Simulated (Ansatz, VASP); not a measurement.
One calculation of Zr, two programs

```
CELL_PARAMETERS angstrom
2.94056 0.00000 0.00000
0.00000 2.94056 0.00000
0.00000 0.00000 2.94056
ATOMIC_POSITIONS crystal
Zr 0.00000 0.00000 0.00000
```

Alike in both runs: task single point; functional r2SCAN; k mesh 18 × 18 × 18; occupations fermi-dirac, width 0.05 eV; collinear spin.

|  | VASP | Ansatz |
| --- | --- | --- |
| version | VASP 6.6.1 | Ansatz 0.2.0 |
| potentials or method | VASP PAW PBE potentials, release 64 (Zr_sv), cutoff 520 eV | plane waves (500 eV) with PAW, scalar-relativistic |
| valence electrons in the cell | 12 | 12 |

|  | VASP | Ansatz | Ansatz less VASP |
| --- | --- | --- | --- |
| net moment per atom (μB) | 0.00 | 0.09 | +0.086 |
| size of the moment on the site where the two differ most (μB) | 0.00 | 0.06 | +0.056 |

VASP's potentials were made for PBE, not for r2SCAN. Site moments also hang on the region over which each program counts them. Ansatz's warnings: stability check not made.
